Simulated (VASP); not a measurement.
# YSc2Pt2 (P-3m1) in VASP: notebook, part 2 of 2

VASP 6.6.1. The steps go on from the part before.

### 4 Single point, PBE

Input file INCAR:

```
ALGO     = Normal         # electronic algorithm
EDIFF    = 1E-6           # SCF threshold, eV
ENCUT    = 520            # plane-wave cutoff, eV
GGA      = PE             # functional
ISIF     = 2              # what is computed and relaxed
ISMEAR   = 0              # smearing method
LASPH    = True           # aspherical terms in the spheres
LCHARG   = False          # write CHGCAR
LREAL    = False          # projectors in reciprocal space
LWAVE    = False          # write WAVECAR
NBANDS   = 34             # bands
NELM     = 100            # most SCF steps
PREC     = Accurate       # precision mode
SIGMA    = 0.1            # smearing width, eV
```

Input file KPOINTS:

```
k-points
0
Gamma
  6 6 2
```

Input file POSCAR:

```
YSc2Pt2
1.0
    3.6045294455      0.0000000000      0.0000000000
   -1.8022647228      3.1216140685      0.0000000000
    0.0000000000      0.0000000000     11.0467865708
Y Sc Pt
1 2 2
Direct
    0.0000000000      0.0000000000      0.0000000000
    0.3333333333      0.6666666667      0.2773551514
    0.6666666667      0.3333333333      0.7226448486
    0.3333333333      0.6666666667      0.5832879585
    0.6666666667      0.3333333333      0.4167120415
```

Potentials or basis: VASP PAW PBE potentials, release 64 (Y_sv, Sc_sv, Pt).

Command:

```console
$ cat potpaw_PBE.64/Y_sv/POTCAR potpaw_PBE.64/Sc_sv/POTCAR potpaw_PBE.64/Pt/POTCAR > POTCAR
$ mpirun -np 1 vasp_std > vasp.out
```

OUTCAR:

```text
EDIFF = 1E-6
   ENCUT = 520
   GGA = PE
   ISIF = 2
   ISMEAR = 0
   LASPH = True
   LREAL = False
   NELM = 100
   PREC = Accurate

 ion  position               nearest neighbor table
   1  0.000  0.000  0.000-   2 3.70   3 3.70   3 3.70   2 3.70   3 3.70   2 3.70
   2  0.333  0.667  0.277-   5 2.59   5 2.59   5 2.59   4 3.38   1 3.70   1 3.70   1 3.70
   3  0.667  0.333  0.723-   4 2.59   4 2.59   4 2.59   5 3.38   1 3.70   1 3.70   1 3.70
   4  0.333  0.667  0.583-   3 2.59   3 2.59   3 2.59   5 2.78   5 2.78   5 2.78   2 3.38
   5  0.667  0.333  0.417-   2 2.59   2 2.59   2 2.59   4 2.78   4 2.78   4 2.78   3 3.38

  LATTYP: Found a hexagonal cell.
 ALAT       =     3.6045294455
 C/A-ratio  =     3.0646958883

  Lattice vectors:

 A1 = (   3.6045294455,   0.0000000000,   0.0000000000)
 A2 = (  -1.8022647228,   3.1216140685,   0.0000000000)
 A3 = (   0.0000000000,   0.0000000000,  11.0467865708)

Analysis of symmetry for initial positions (statically):
=====================================================================
 Subroutine PRICEL returns:
 Original cell was already a primitive cell.
[... 167 lines left out ...]

 val. band max:        4.5857969844   @ k =   0.1667   0.0000   0.0000
 cond. band min:       4.5994194537   @ k =   0.3333   0.1667   0.0000
 fundamental gap:      0.0136224692
 Fermi energy:         4.5958607391

 k-point     1 :       0.0000    0.0000    0.0000
  band No.  band energies     occupation
      1     -44.8281      2.00000
      2     -44.8279      2.00000
      3     -38.3906      2.00000
      4     -23.4942      2.00000
      5     -23.4919      2.00000
      6     -23.4154      2.00000
[... 507 lines left out ...]
     33       6.5357      0.00000
     34       7.0381      0.00000

------------------------ aborting loop because EDIFF is reached ----------------------------------------

  FORCE on cell =-STRESS in cart. coord.  units (eV):
  Direction    XX          YY          ZZ          XY          YZ          ZX
  --------------------------------------------------------------------------------------
  -------------------------------------------------------------------------------------
  Total        0.0347544      0.0347544      0.1478122     -0.0000000      0.0000000     -0.0000000
  in kB        0.4479775      0.4479775      1.9052729     -0.0000000      0.0000000     -0.0000000
  external PRESSURE =       0.9337426 kB  Pullay stress =       0.0000000 kB

 VOLUME and BASIS-vectors are now :
 -----------------------------------------------------------------------------
  energy-cutoff  :      520.00
  volume of cell :      124.30
      direct lattice vectors                 reciprocal lattice vectors
     3.604529445  0.000000000  0.000000000     0.277428723  0.160173548  0.000000000
    -1.802264723  3.121614069  0.000000000     0.000000000  0.320347095  0.000000000
     0.000000000  0.000000000 11.046786571     0.000000000  0.000000000  0.090524063

 POSITION                                       TOTAL-FORCE (eV/Angst)
 -----------------------------------------------------------------------------------
      0.00000      0.00000      0.00000        -0.000000      0.000000     -0.000000
     -0.00000      2.08108      3.06388        -0.000000     -0.000000     -0.037875
      1.80226      1.04054      7.98290         0.000000      0.000000      0.037875
     -0.00000      2.08108      6.44346         0.000000      0.000000     -0.008900
      1.80226      1.04054      4.60333        -0.000000      0.000000      0.008900
 -----------------------------------------------------------------------------------
    total drift:                                0.000000      0.000000      0.000000

  FREE ENERGIE OF THE ION-ELECTRON SYSTEM (eV)
  ---------------------------------------------------
  free  energy   TOTEN  =       -33.2764956199 eV

  energy  without entropy=      -33.2473675996  energy(sigma->0) =      -33.26193161
```

OSZICAR:

```text
N       E                     dE             d eps       ncg     rms          rms(c)
DAV:   1     0.713297451463E+03    0.71330E+03   -0.24339E+04   952   0.156E+03
DAV:   2     0.574604878145E+02   -0.65584E+03   -0.64458E+03  1040   0.525E+02
DAV:   3    -0.294028817300E+02   -0.86863E+02   -0.82619E+02  1652   0.172E+02
DAV:   4    -0.355923618373E+02   -0.61895E+01   -0.60189E+01  1704   0.436E+01
DAV:   5    -0.357517406684E+02   -0.15938E+00   -0.15870E+00  1400   0.697E+00    0.230E+01
DAV:   6    -0.337949627247E+02    0.19568E+01   -0.79796E+00  1534   0.216E+01    0.169E+01
DAV:   7    -0.338976442287E+02   -0.10268E+00   -0.88425E+00  1664   0.151E+01    0.635E+00
DAV:   8    -0.332931253979E+02    0.60452E+00   -0.40790E+00  1610   0.113E+01    0.257E+00
DAV:   9    -0.332808081682E+02    0.12317E-01   -0.23047E-01  1424   0.377E+00    0.899E-01
DAV:  10    -0.332765795530E+02    0.42286E-02   -0.26131E-02  1608   0.896E-01    0.325E-01
DAV:  11    -0.332766415354E+02   -0.61982E-04   -0.51301E-03  1512   0.495E-01    0.188E-01
DAV:  12    -0.332764858800E+02    0.15566E-03   -0.14028E-03  1648   0.202E-01    0.996E-02
DAV:  13    -0.332764961964E+02   -0.10316E-04   -0.81610E-05  1424   0.621E-02    0.256E-02
DAV:  14    -0.332764950694E+02    0.11270E-05   -0.16342E-05  1336   0.234E-02    0.703E-03
DAV:  15    -0.332764956199E+02   -0.55052E-06   -0.13369E-06   840   0.103E-02
   1 F= -.33276496E+02 E0= -.33261932E+02  d E =-.291280E-01
```

stdout:

```text
POSCAR found type information on POSCAR Y ScPt
 POSCAR found :  3 types and       5 ions
 scaLAPACK will be used
 LDA part: xc-table for (Slater+PW92), standard interpolation
 POSCAR, INCAR and KPOINTS ok, starting setup
 FFT: planning ... GRIDC
 FFT: planning ... GRID_SOFT
 FFT: planning ... GRID
 WAVECAR not read
 entering main loop
```

Wall time 91 s (1 thread of Intel Xeon Platinum 8259CL at 2.50GHz (Skylake/Cascade Lake), shared host); peak memory 0.28 GiB.

Results:

* Free energy: -33.2765 eV
* Pressure: 0.1 GPa
* Largest force: 0.038 eV/Å
* Band gap on the k mesh: zero (an odd number of electrons rules out a gap without spin polarisation)

Forces on the atoms (eV/Å):
```
Y    0.000  0.000  0.000
Sc   0.000  0.000 -0.038
Sc   0.000  0.000  0.038
Pt   0.000  0.000 -0.009
Pt   0.000  0.000  0.009
```

Levels at points of the mesh, in eV from the Fermi level:
```tsv
k point	band 23	band 24	band 25	band 26	band 27	band 28	band 29	band 30
(0.00, 0.00, 0.00)	-2.35	-1.75	-1.75	-0.62	-0.03	1.13	1.78	1.78
(0.50, 0.00, 0.00)	-1.39	-1.16	-1.06	-0.96	-0.26	0.19	0.82	0.91
(0.00, 0.00, 0.50)	-2.35	-1.75	-1.75	-1.12	0.54	0.76	1.81	1.81
(0.50, 0.00, 0.50)	-1.31	-1.06	-0.98	-0.86	-0.67	0.33	0.66	1.00
```

Caveat: spin-orbit coupling is left out, which moves the levels of the heavy elements.

### 5 Relaxation of cell and atoms, PBE

This run uses another cell than the first one, of 19.14 Å³/atom.

Input file INCAR:

```
  ALGO = Normal
  EDIFF = 1E-6
  EDIFFG = -0.04
  ENCUT = 600
  GGA = PE
  IBRION = 2
  ISIF = 3
  ISMEAR = 0
  LASPH = True
  LCHARG = False
  LREAL = False
  LWAVE = False
  NELM = 100
  NSW = 90
  PREC = Accurate
  SIGMA = 0.1
```

KPOINTS is that of step 4.

Input file POSCAR:

```
YSc2Pt2
1.0
    3.4833583508      0.0000000000      0.0000000000
   -1.7416791754      3.0166768222      0.0000000000
    0.0000000000      0.0000000000      9.1074494249
Y Sc Pt
1 2 2
Direct
    0.0000000000      0.0000000000      0.0000000000
    0.3333333333      0.6666666667      0.1410000000
    0.6666666667      0.3333333333      0.8590000000
    0.3333333333      0.6666666667      0.6670000000
    0.6666666667      0.3333333333      0.3330000000
```

Command:

```console
$ cat potpaw_PBE.64/Y_sv/POTCAR potpaw_PBE.64/Sc_sv/POTCAR potpaw_PBE.64/Pt/POTCAR > POTCAR
$ mpirun -np 1 vasp_std > vasp.out
```

Run time: 41 min. Hardware: 1 thread of Intel Xeon Platinum 8259CL at 2.50GHz (Skylake/Cascade Lake), shared host; peak memory 0.29 GiB.

The run converged. Its results:

```yaml
Free_energy: -36.2226 eV
Relaxed_volume: 22.10 Å³/atom
Relaxed_cell: a = 4.749 Å, b = 4.749 Å, c = 5.658 Å, α = 90.00°, β = 90.00°, γ = 120.00°
Space_group_after_relaxing_to_0.1_Å: P-3m1 (No. 164)
Energy_gained_by_relaxing: 2410.4 meV/atom
Ionic_steps: 44
Pressure_after_relaxing: 0.0 GPa
Largest_force_after_relaxing: 0.036 eV/Å
Band_gap_on_the_k_mesh: zero (an odd number of electrons rules out a gap without spin polarisation)
```

Forces in eV/Å, atoms in the order of the input:
```
Y    0.000  0.000  0.000
Sc   0.000  0.000  0.036
Sc   0.000  0.000 -0.036
Pt   0.000  0.000 -0.017
Pt   0.000  0.000  0.017
```

Stress tensor (GPa, compression positive):
```
-0.08  0.00  0.00
 0.00 -0.08  0.00
 0.00  0.00  0.13
```

The path:
| step | energy change (eV) | largest force (eV/Å) | pressure (GPa) | volume (Å³) |
| --- | --- | --- | --- | --- |
| 1 | 0.0000 | 5.8208 | 18.28 | 95.70 |
| 3 | -4.7330 | 3.1954 | -4.72 | 143.83 |
| 5 | -6.3317 | 1.5897 | -0.61 | 138.30 |
| 7 | -7.2524 | 0.8370 | -1.77 | 141.35 |
| 9 | -7.9411 | 1.4533 | -10.27 | 158.60 |
| 11 | -8.5388 | 1.4061 | -11.59 | 159.87 |
| 13 | -8.7892 | 0.9904 | -11.51 | 160.34 |
| 15 | -9.2288 | 1.2501 | -9.98 | 154.88 |
| 17 | -8.7380 | 7.4293 | 19.28 | 110.57 |
| 19 | -10.1324 | 3.2901 | -1.01 | 131.25 |
| 21 | -11.0854 | 2.0647 | 3.02 | 118.82 |
| 23 | -11.1641 | 1.7874 | 5.83 | 114.54 |
| 25 | -11.5316 | 0.6369 | -2.50 | 123.17 |
| 27 | -11.7692 | 0.1094 | 0.16 | 116.29 |
| 29 | -11.8136 | 0.1455 | -0.29 | 115.60 |
| 31 | -11.8586 | 0.3778 | -0.56 | 115.02 |
| 33 | -11.8815 | 0.5749 | 0.88 | 112.85 |
| 35 | -11.9401 | 0.5881 | 0.35 | 112.18 |
| 37 | -11.9926 | 0.2152 | -1.68 | 113.33 |
| 39 | -12.0137 | 0.3757 | 0.35 | 110.64 |
| 41 | -12.0470 | 0.0921 | 0.98 | 109.52 |
| 43 | -12.0510 | 0.0527 | -0.07 | 110.61 |
| 44 | -12.0521 | 0.0357 | -0.01 | 110.51 |

Final structure:
```
Y Sc Pt
1.0
     4.74889    0.00000    0.00000
    -2.37445    4.11266    0.00000
     0.00000    0.00000    5.65833
Y Sc Pt
1 2 2
Direct
  0.00000 0.00000 0.00000
  0.33333 0.66667 0.34305
  0.66667 0.33333 0.65695
  0.33333 0.66667 0.82035
  0.66667 0.33333 0.17965
```

Levels at points of the mesh, in eV from the Fermi level:
```
           k point  band 25  band 26  band 27  band 28  band 29  band 30
(0.00, 0.00, 0.00)    -1.98    -0.62    -0.62     0.72     0.72     1.30
(0.50, 0.00, 0.00)    -1.60     0.57     0.81     0.85     0.96     1.14
(0.00, 0.00, 0.50)    -1.15    -1.15    -0.97     0.62     0.62     1.40
(0.50, 0.00, 0.50)    -2.72    -1.09     0.01     0.22     0.61     0.87
```

Caveat: the volume moved by over 15 % at a fixed basis, so the end points are rough; spin-orbit coupling is left out, which moves the levels of the heavy elements.

### 6 Single point, PBE

This run uses another cell than the first one, of 24.79 Å³/atom.

Input file INCAR:

```
ALGO = Fast ; EDIFF = 1E-6
ENCUT = 520 ; GGA = PE
ISIF = 2 ; ISMEAR = 0
LASPH = True ; LCHARG = True
LELF = True ; LREAL = False
LVHAR = True ; LWAVE = False
NBANDS = 34 ; NELM = 60
PREC = Accurate ; SIGMA = 0.1
```

Input file KPOINTS:

```
k-points
0
Gamma
  12 12 4
```

Input file POSCAR:

```
YSc2Pt2
1.0
    3.6060459194      0.0000000000      0.0000000000
   -1.8030229597      3.1229273734      0.0000000000
    0.0000000000      0.0000000000     11.0054193106
Y Sc Pt
1 2 2
Direct
    0.0000000000      0.0000000000      0.0000000000
    0.3333333333      0.6666666667      0.2765069716
    0.6666666667      0.3333333333      0.7234930284
    0.3333333333      0.6666666667      0.5838132522
    0.6666666667      0.3333333333      0.4161867478
```

Potentials or basis: VASP PAW PBE potentials, release 64 (Y_sv, Sc_sv, Pt).

Command:

```console
$ cat potpaw_PBE.64/Y_sv/POTCAR potpaw_PBE.64/Sc_sv/POTCAR potpaw_PBE.64/Pt/POTCAR > POTCAR
$ mpirun -np 1 vasp_std > vasp.out
```

Run time: 12 min. Hardware: 1 thread of Intel Xeon Platinum 8259CL at 2.50GHz (Skylake/Cascade Lake), shared host; peak memory 0.46 GiB.

It converged, with:

```yaml
Free_energy: -33.3083 eV
Pressure: 0.1 GPa
Largest_force: 0.048 eV/Å
Band_gap_on_the_k_mesh: zero (an odd number of electrons rules out a gap without spin polarisation)
```

Forces in eV/Å, atoms in the order of the input:
```
Y    0.000  0.000  0.000
Sc   0.000  0.000 -0.043
Sc   0.000  0.000  0.043
Pt   0.000  0.000 -0.048
Pt   0.000  0.000  0.048
```

Levels at points of the mesh, in eV from the Fermi level:
| k point | band 23 | band 24 | band 25 | band 26 | band 27 | band 28 | band 29 | band 30 | band 31 | band 32 |
| --- | --- | --- | --- | --- | --- | --- | --- | --- | --- | --- |
| (0.00, 0.00, 0.00) | -2.37 | -1.77 | -1.77 | -0.64 | -0.01 | 1.15 | 1.76 | 1.76 | 2.06 | 2.06 |
| (0.50, 0.00, 0.00) | -1.41 | -1.17 | -1.08 | -0.98 | -0.28 | 0.17 | 0.81 | 0.91 | 1.29 | 2.06 |
| (0.00, 0.00, 0.50) | -2.37 | -1.78 | -1.78 | -1.12 | 0.55 | 0.76 | 1.78 | 1.78 | 2.07 | 2.08 |
| (0.50, 0.00, 0.50) | -1.32 | -1.08 | -1.00 | -0.88 | -0.69 | 0.31 | 0.65 | 0.98 | 1.31 | 1.75 |

Caveat: spin-orbit coupling is left out, which moves the levels of the heavy elements.

### 7 Overview

| task | cell | k mesh | cutoff (eV) | gap on the mesh (eV) | pressure (GPa) | relaxed volume (Å³/atom) | largest force (eV/Å) |
| --- | --- | --- | --- | --- | --- | --- | --- |
| relaxation of cell and atoms | relaxed from a = 3.605, b = 3.605, c = 11.047 Å, angles 90.0, 90.0, 120.0°, 5 atoms, atomic positions A | 12 × 12 × 4 | 600 | none | 0.0 | 24.82 | 0.01 |
| single point | a = 3.483, b = 3.483, c = 9.107 Å, angles 90.0, 90.0, 120.0°, 5 atoms, atomic positions B | 6 × 6 × 2 | 520 | none | 18.2 | - | 5.82 |
| single point | a = 3.605, b = 3.605, c = 11.047 Å, angles 90.0, 90.0, 120.0°, 5 atoms, atomic positions A | 6 × 6 × 2 | 520 | none | 0.1 | - | 0.04 |
| relaxation of cell and atoms | relaxed from a = 3.483, b = 3.483, c = 9.107 Å, angles 90.0, 90.0, 120.0°, 5 atoms, atomic positions B | 6 × 6 × 2 | 600 | none | 0.0 | 22.10 | 0.04 |
| single point | a = 3.606, b = 3.606, c = 11.005 Å, angles 90.0, 90.0, 120.0°, 5 atoms, atomic positions C | 12 × 12 × 4 | 520 | none | 0.1 | - | 0.05 |

Alike in all rows: level PBE; potentials or basis VASP PAW PBE potentials, release 64 (Y_sv, Sc_sv, Pt); no spin polarisation; smearing gaussian 0.1 eV.

Caveats: spin-orbit coupling is left out, which moves the levels of the heavy elements; the stress differs along the axes, from 10 to 22 GPa (at least some runs); forces of over 1 eV/Å act on the atoms, so gaps and moduli don't describe the material at rest (at least some runs); the volume moved by over 15 % at a fixed basis, so the end points are rough (at least some runs).

Absolute energies hang on the potentials; compare differences alone.

The gap in the log of VASP goes by the Fermi energy; the results here count the filled bands.